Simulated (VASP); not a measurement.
Crystal: CsBr.

```xyz
2
Lattice="4.3200 0.0000 0.0000 0.0000 4.3200 0.0000 0.0000 0.0000 4.3200" Properties=species:S:1:pos:R:3 pbc="T T T"
Cs    0.0000    0.0000    0.0000
Br    2.1600    2.1600    2.1600
```

Base run:

* Program: VASP 6.6.1
* Functional: PBE0
* Potentials or basis: VASP PAW PBE potentials, release 64 (Cs_sv, Br)
* Cutoff: 400 eV
* k mesh: 4 × 4 × 4
* Occupations: gaussian, width 0.01 eV
* Spin: no spin polarisation

Its results: band gap on the k mesh 6.31 eV, indirect (least direct gap 6.32 eV); pressure 0.2 GPa.

After a change of settings the same cell gave: band gap on the k mesh 5.60 eV, indirect (least direct gap 5.60 eV); pressure 0.3 GPa. Which change was it?
A. functional from PBE0 to PBE; cutoff from 400 eV to 500 eV
B. functional from PBE0 to PBE; cutoff from 400 eV to 500 eV; k mesh from 4 × 4 × 4 to 6 × 6 × 6
C. functional from PBE0 to r2SCAN; cutoff from 400 eV to 550 eV
D. functional from PBE0 to HSE06

D.

Caveats: the PAW data sets were made with another functional, which shifts forces and pressure a little; spin-orbit coupling is left out, which moves the levels of the heavy elements.
